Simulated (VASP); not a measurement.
Here is a VASP 6.6.1 calculation.

File INCAR:

```
PREC = Accurate ; ENCUT = 520
EDIFF = 1E-6 ; ISMEAR = 0
SIGMA = 0.1 ; LREAL = False
LASPH = True ; NELM = 60
ALGO = Normal ; ISIF = 2
LWAVE = False ; LCHARG = False
GGA = PE ; NBANDS = 38
```

File KPOINTS:

```
regular mesh
0
Gamma
  4 4 4
```

File POSCAR:

```
Ga2GeSe3
1.0
   -2.9770453700      2.9770453700      4.4986353900
    2.9770453700     -2.9770453700      4.4986353900
    2.9770453700      2.9770453700     -4.4986353900
Ga Ge Se
2 1 3
Direct
    0.9794770500      0.4794770500      0.5000000000
    0.4794770500      0.9794770500      0.5000000000
    0.5038030700      0.5038030700      0.0000000000
    0.2854671900      0.2854671900      0.0000000000
    0.2147808800      0.7147808800      0.5000000000
    0.7147808800      0.2147808800      0.5000000000
```

Potentials or basis: VASP PAW PBE potentials, release 64 (Ga_d, Ge_d, Se).

The run is started by

```console
$ cat potpaw_PBE.64/Ga_d/POTCAR potpaw_PBE.64/Ge_d/POTCAR potpaw_PBE.64/Se/POTCAR > POTCAR
$ mpirun -np 1 vasp_std > vasp.out
```

Question: What does it give for the largest force?

Answer: 8.188 eV/Å.

Question: Estimate the pressure.

Answer: 15.6 GPa.

Stress tensor (GPa, compression positive):
```
 3.03  0.00  0.00
 0.00  3.03  0.00
 0.00  0.00 40.72
```

Caveat: the cell stands under pressure; forces of over 1 eV/Å act on the atoms, so gaps and moduli don't describe the material at rest.
